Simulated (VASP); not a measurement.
# HC18 in VASP: single point with PBE

Aim: the single point of HC18 with PBE.

All numbers are computed with VASP 6.6.1; they aren't measurements. Logs are shortened: lines on timing, memory, paths and dates and some standing lists are left out, and cuts for length are marked.

## Step 1: The cell of the first run

The cell holds a slab with vacuum, 19 atoms: a = 7.398 Å, b = 7.398 Å, c = 12.000 Å, α = 90.00°, β = 90.00°, γ = 120.00°.

## Step 2: Single point, PBE, collinear spin

File INCAR:

```
SYSTEM = HC18
PREC = Accurate
ENCUT = 520
EDIFF = 1E-6
ISMEAR = 0
SIGMA = 0.05
LREAL = Auto
LASPH = .TRUE.
NELM = 150
ALGO = Normal
ISIF = 2
LWAVE = .FALSE.
LCHARG = .FALSE.
ISPIN = 2
MAGMOM = 0 0.09 0 0.09 0 0 0 0.08 0 0.09 0 0.08 0 0.08 0 0 0 0 0
LORBIT = 11
GGA = PE
NBANDS = 56
```

File KPOINTS:

```
Automatic mesh
0
G
  2 2 1
  0 0 0
```

File POSCAR:

```
HC18
1.0
    7.3980000000      0.0000000000      0.0000000000
   -3.6990000000      6.4068560000      0.0000000000
    0.0000000000      0.0000000000     12.0000000000
C H
18 1
Direct
   -0.0015780592      0.0014821622      0.0823913333
    0.2201130840      0.1117690174      0.0821181667
   -0.0017865326      0.3345845451      0.0821512500
    0.2201365084      0.4456171639      0.0824853333
   -0.0009925703      0.6686212395      0.0827398333
    0.2207141608      0.7795867427      0.0822629167
    0.3316969529      0.0015528677      0.0823187500
    0.5534999744      0.1117633985      0.0820864167
    0.3286349023      0.3325490693      0.0828931667
    0.5507688138      0.4396963191      0.0840968333
    0.3314554416      0.6686240490      0.0827707500
    0.5521553776      0.7809944534      0.0842322500
    0.6649034682      0.0014798210      0.0823797500
    0.8870244063      0.1122048006      0.0822085000
    0.6657536331      0.3325437625      0.0828388333
    0.8873233325      0.4456204416      0.0824415000
    0.6659881632      0.6701547530      0.0901640833
    0.8906804471      0.7809953899      0.0842073333
    0.6152538950      0.5683277414      0.1782124167
```

Potentials or basis: VASP PAW PBE potentials, release 64 (C, H).

On the command line:

```sh
> cat potpaw_PBE.64/C/POTCAR potpaw_PBE.64/H/POTCAR > POTCAR
> mpirun -np 1 vasp_std > vasp.out
```

OUTCAR:

```text
SYSTEM = HC18
   PREC = Accurate
   ENCUT = 520
   EDIFF = 1E-6
   ISMEAR = 0
   LREAL = Auto
   LASPH = .TRUE.
   NELM = 150
   ISIF = 2
   ISPIN = 2
   LORBIT = 11
   GGA = PE

 ion  position               nearest neighbor table
   1  0.998  0.001  0.082-  18 1.41   2 1.42  14 1.42
   2  0.220  0.112  0.082-   9 1.41   1 1.42   7 1.42
   3  0.998  0.335  0.082-   4 1.42  16 1.42  14 1.42
   4  0.220  0.446  0.082-   9 1.42   3 1.42  11 1.43
   5  0.999  0.669  0.083-  18 1.41   6 1.42  16 1.43
   6  0.221  0.780  0.082-  11 1.42   5 1.42   7 1.42
   7  0.332  0.002  0.082-   2 1.42   8 1.42   6 1.42
   8  0.553  0.112  0.082-  15 1.41  13 1.42   7 1.42
   9  0.329  0.333  0.083-   2 1.41   4 1.42  10 1.42
  10  0.551  0.440  0.084-  19 1.40   9 1.42  15 1.42  17 1.48
  11  0.331  0.669  0.083-  12 1.41   6 1.42   4 1.43
  12  0.552  0.781  0.084-  13 1.41  11 1.41  17 1.44
  13  0.665  0.001  0.082-  12 1.41   8 1.42  14 1.42
  14  0.887  0.112  0.082-   1 1.42  13 1.42   3 1.42
  15  0.666  0.333  0.083-   8 1.41  16 1.42  10 1.42
  16  0.887  0.446  0.082-  15 1.42   3 1.42   5 1.43
  17  0.666  0.670  0.090-  19 1.24  12 1.44  18 1.44  10 1.48
  18  0.891  0.781  0.084-   1 1.41   5 1.41  17 1.44
  19  0.615  0.568  0.178-  17 1.24  10 1.40

  LATTYP: Found a hexagonal cell.
 ALAT       =     7.3980000000
 C/A-ratio  =     1.6220600162

  Lattice vectors:

 A1 = (   7.3980000000,   0.0000000000,   0.0000000000)
 A2 = (  -3.6990000000,   6.4068560000,   0.0000000000)
 A3 = (   0.0000000000,   0.0000000000,  12.0000000000)

Analysis of symmetry for initial positions (statically):
=====================================================================
 Subroutine PRICEL returns:
 Original cell was already a primitive cell.

 Routine SETGRP: Setting up the symmetry group for a
 hexagonal supercell.

 Subroutine GETGRP returns: Found  1 space group operations
 (whereof  1 operations were pure point group operations)
 out of a pool of 24 trial point group operations.

The static configuration has the point symmetry C_1 .

Analysis of symmetry for dynamics (positions and initial velocities):
=====================================================================
 Subroutine PRICEL returns:
 Original cell was already a primitive cell.

 Routine SETGRP: Setting up the symmetry group for a
 hexagonal supercell.

 Subroutine GETGRP returns: Found  1 space group operations
 (whereof  1 operations were pure point group operations)
 out of a pool of 24 trial point group operations.

The dynamic configuration has the point symmetry C_1 .

Analysis of structural, dynamic, and magnetic symmetry:
=====================================================================
 Subroutine PRICEL returns:
 Original cell was already a primitive cell.

 Routine SETGRP: Setting up the symmetry group for a
 hexagonal supercell.

 Subroutine GETGRP returns: Found  1 space group operations
 (whereof  1 operations were pure point group operations)
 out of a pool of 24 trial point group operations.

The overall configuration has the point symmetry C_1 .

 Subroutine INISYM returns: Found  1 space group operations
 (whereof  1 operations are pure point group operations),
 and found     1 'primitive' translations

----------------------------------------------------------------------------------------

                                     Primitive cell

  volume of cell :     568.7750

  direct lattice vectors                    reciprocal lattice vectors
     7.398000000  0.000000000  0.000000000     0.135171668  0.078041398  0.000000000
    -3.699000000  6.406856000  0.000000000     0.000000000  0.156082796  0.000000000
     0.000000000  0.000000000 12.000000000     0.000000000  0.000000000  0.083333333

  length of vectors
     7.398000000  7.398000054 12.000000000     0.156082797  0.156082796  0.083333333

  position of ions in fractional coordinates (direct lattice)
     0.998421941  0.001482162  0.082391333
[... 74 lines left out ...]
   number of dos      NEDOS =    301   number of ions     NIONS =     19
   total plane-waves  NPLWV = 282240
   dimension x,y,z NGX =    56 NGY =   56 NGZ =   90
   dimension x,y,z NGXF=   112 NGYF=  112 NGZF=  180
   ions per type =              18   1
   NGX,Y,Z   is equivalent  to a cutoff of  12.58, 12.58, 12.47 a.u.
   NGXF,Y,Z  is equivalent  to a cutoff of  25.17, 25.17, 24.94 a.u.
 SYSTEM =  HC18
   PREC   = accura    normal or accurate (medium, high low for compatibility)
   ISTART =      0    job   : 0-new  1-cont  2-samecut
   ICHARG =      2    charge: 1-file 2-atom 10-const
   ISPIN  =      2    spin polarized calculation?
   LNONCOLLINEAR =      F non collinear calculations
   LSORBIT =      F    spin-orbit coupling
   LASPH  =      T    aspherical Exc in radial PAW
   ENCUT  =  520.0 eV  38.22 Ry    6.18 a.u.  13.76 13.76 22.31*2*pi/ulx,y,z
   NELM   =    150;   NELMIN=  2; NELMDL= -5     # of ELM steps
   EDIFF  = 0.1E-05   stopping-criterion for ELM
   LREAL  =      T    real-space projection
   EDIFFG = 0.1E-04   stopping-criterion for IOM
   NSW    =      0    number of steps for IOM
   IBRION =     -1    ionic relax: 0-MD 1-quasi-New 2-CG
   NFREE  =      0    steps in history (QN), initial steepest desc. (CG)
   ISIF   =      2    stress and relaxation
   ISYM   =      2    0-nonsym 1-usesym 2-fastsym
   POTIM  = 0.5000    time-step for ionic-motion
   TEBEG  =    0.0;   TEEND  =   0.0 temperature during run
   PSTRESS=    0.0 pullay stress
   NELECT =      73.0000    total number of electrons
   NUPDOWN=      -1.0000    fix difference up-down
   EMIN   =  10.00;   EMAX   =-10.00  energy-range for DOS
   EFERMI =   0.00;   METHOD = LEGACY
   ISMEAR =     0;   SIGMA  =   0.05  broadening in eV -4-tet -1-fermi 0-gaus
   EFERMI_NEDOS =   21; number of points for ismear=-14 and -15
   IALGO  =     38    algorithm
   IMIX   =      4    mixing-type and parameters
     AMIX     =   0.40;   BMIX     =  1.00
     AMIX_MAG =   1.60;   BMIX_MAG =  1.00
  volume/ion in A,a.u.               =      29.94       202.01
  Fermi-wavevector in a.u.,A,eV,Ry     =   0.825789  1.560514  9.278180  0.681927
  Thomas-Fermi vector in A             =   1.937708
   LORBIT       =     11    0 simple, 1 ext, 2 COOP (PROOUT), +10 PAW based schemes
   GGA     = PE    functional components
   LHFCALC =     F    Hartree Fock is set to
   AEXX    =    0.0000 exact exchange contribution
   IVDW    =     0    specifies the selected vdW correction
   LEPSILON=     F    determine dielectric tensor
   LRPA    =     F    only Hartree local field effects (RPA)
 spin polarized calculation
 Gauss-broadening in eV      SIGMA  =   0.05
  energy-cutoff  :      520.00
  volume of cell :      568.78
 maximum number of plane-waves:     15363
 NGX is ok and might be reduce to    56
   NGX = 27   NGY = 27   NGZ = 45

 number of electron      72.9999998 magnetization      -0.0000019

 number of electron      72.9999998 magnetization       0.0000013

 Free energy of the ion-electron system (eV)
  ---------------------------------------------------
  ext. energy  EPLUGINS =         0.00000000
  ---------------------------------------------------
  free energy    TOTEN  =      -167.17284570 eV

  energy without entropy =     -167.17284570  energy(sigma->0) =     -167.17284570

 E-fermi :  -1.2212     XC(G=0):  -3.6110

 val. band max:       -1.5355382632   @ k =   0.0000   0.0000   0.0000
 cond. band min:      -0.8847767268   @ k =   0.0000   0.5000   0.0000
 fundamental gap:      0.6507615364
 Fermi energy:        -1.2212446745

 spin component 1

 k-point     1 :       0.0000    0.0000    0.0000
  band No.  band energies     occupation
      1     -21.3279      1.00000
      2     -19.3033      1.00000
      3     -18.6506      1.00000
      4     -18.5536      1.00000
      5     -18.4869      1.00000
      6     -18.4284      1.00000
[... 193 lines left out ...]
     47       4.0911      0.00000
     48       4.2942      0.00000
 Fermi energy:        -1.2212446745

 spin component 2

 k-point     1 :       0.0000    0.0000    0.0000
  band No.  band energies     occupation
      1     -21.3279      1.00000
      2     -19.3033      1.00000
      3     -18.6506      1.00000
      4     -18.5536      1.00000
      5     -18.4869      1.00000
      6     -18.4284      1.00000
[... 193 lines left out ...]
     47       4.0909      0.00000
     48       4.2926      0.00000
 [bands above 48 left out]

------------------------ aborting loop because EDIFF is reached ----------------------------------------

  FORCE on cell =-STRESS in cart. coord.  units (eV):
  Direction    XX          YY          ZZ          XY          YZ          ZX
  --------------------------------------------------------------------------------------
  -------------------------------------------------------------------------------------
  Total        5.1030916      5.8722139     -0.0530064     -0.0066768      0.5322676     -0.0062122
  in kB       14.3748530     16.5413866     -0.1493132     -0.0188079      1.4993399     -0.0174990
  external PRESSURE =      10.2556421 kB  Pullay stress =       0.0000000 kB

 VOLUME and BASIS-vectors are now :
 -----------------------------------------------------------------------------
  energy-cutoff  :      520.00
  volume of cell :      568.78
      direct lattice vectors                 reciprocal lattice vectors
     7.398000000  0.000000000  0.000000000     0.135171668  0.078041398  0.000000000
    -3.699000000  6.406856000  0.000000000     0.000000000  0.156082796  0.000000000
     0.000000000  0.000000000 12.000000000     0.000000000  0.000000000  0.083333333

 POSITION                                       TOTAL-FORCE (eV/Angst)
 -----------------------------------------------------------------------------------
      7.38084      0.00950      0.98870         0.004643     -0.031455      0.014836
      1.21496      0.71609      0.98542         0.000085     -0.033462     -0.022631
      6.14715      2.14364      0.98582         0.000346     -0.013463      0.015964
     -0.01977      2.85501      0.98982         0.002912     -0.002313     -0.000180
      4.91743      4.28376      0.99288         0.007888     -0.011574     -0.002936
     -1.25085      4.99470      0.98716         0.001459     -0.022216     -0.014952
[... 11 lines left out ...]
      3.70035      5.00372      1.01049         0.011532     -0.019462      0.034168
      2.44940      3.64119      2.13855        -0.003902      0.471445      0.041073
 -----------------------------------------------------------------------------------
    total drift:                                0.002363      0.012916      0.015814

  FREE ENERGIE OF THE ION-ELECTRON SYSTEM (eV)
  ---------------------------------------------------
  free  energy   TOTEN  =      -167.1728456954 eV

  energy  without entropy=     -167.1728456954  energy(sigma->0) =     -167.17284570

 total charge

# of ion       s       p       d       tot
------------------------------------------
    1        0.862   1.804   0.000   2.666
    2        0.862   1.804   0.000   2.666
    3        0.861   1.794   0.000   2.655
    4        0.861   1.789   0.000   2.650
    5        0.861   1.797   0.000   2.658
    6        0.861   1.799   0.000   2.661
[... 11 lines left out ...]
   18        0.861   1.795   0.000   2.656
   19        0.521   0.045   0.000   0.566
--------------------------------------------------
tot         16.018  32.362   0.000  48.380

 magnetization (x)

# of ion       s       p       d       tot
------------------------------------------
    1       -0.000   0.000   0.000  -0.000
    2       -0.000   0.000   0.000   0.000
    3       -0.000  -0.000   0.000  -0.000
    4       -0.000   0.000   0.000  -0.000
    5        0.000   0.000   0.000   0.000
    6        0.000   0.000   0.000   0.000
[... 11 lines left out ...]
   18        0.000   0.000   0.000   0.000
   19        0.000   0.000   0.000   0.000
--------------------------------------------------
tot         -0.000   0.000   0.000   0.000
```

Run time: 6.1 min. Hardware: 1 thread of Intel Xeon 6975P-C (Granite Rapids), shared host; peak memory 0.86 GiB.

What came out:

- Free energy: -167.1728 eV
- Largest force: 0.473 eV/Å
- Net moment: 0.00 μB per cell
- Valence electrons inside the program's atomic spheres: C 2.67, 2.65, 2.66, 2.63 (each value once); H 0.57

Forces on the atoms (eV/Å):
```
C    0.005 -0.031  0.015
C    0.000 -0.033 -0.023
C    0.000 -0.013  0.016
C    0.003 -0.002  0.000
C    0.008 -0.012 -0.003
C    0.001 -0.022 -0.015
C   -0.004 -0.029 -0.019
C   -0.003 -0.035 -0.016
C    0.021 -0.022 -0.054
C    0.002 -0.071 -0.184
C   -0.012 -0.013 -0.004
C   -0.014 -0.021  0.034
C   -0.008 -0.033  0.015
C    0.005 -0.024  0.013
C   -0.018 -0.023 -0.048
C    0.002 -0.006  0.002
C    0.004 -0.061  0.197
C    0.012 -0.019  0.034
H   -0.004  0.471  0.041
```

Levels at points of the mesh, in eV from the Fermi level:
Spin up:
```csv
k point,band 33,band 34,band 35,band 36,band 37,band 38,band 39,band 40
"(0.00, 0.00, 0.00)",-3.43,-3.43,-1.26,-0.61,-0.33,-0.31,2.15,3.20
"(0.50, 0.00, 0.00)",-3.20,-2.99,-2.97,-2.70,0.77,1.28,1.89,2.24
"(0.00, 0.50, 0.00)",-3.24,-3.08,-2.91,-2.70,0.34,1.69,1.97,2.13
"(0.50, 0.50, 0.00)",-3.20,-2.99,-2.97,-2.70,0.77,1.28,1.89,2.24
```
Spin down:
```
           k point  band 33  band 34  band 35  band 36  band 37  band 38  band 39  band 40
(0.00, 0.00, 0.00)    -3.43    -3.43    -1.26    -0.61    -0.33    -0.31     2.15     3.20
(0.50, 0.00, 0.00)    -3.20    -2.99    -2.97    -2.70     0.77     1.28     1.89     2.24
(0.00, 0.50, 0.00)    -3.24    -3.08    -2.91    -2.70     0.34     1.69     1.97     2.13
(0.50, 0.50, 0.00)    -3.20    -2.99    -2.97    -2.70     0.77     1.28     1.89     2.24
```

Caveat: the k points lie up to 0.49 Å⁻¹ apart; there is no dipole correction, which matters where the two faces differ.
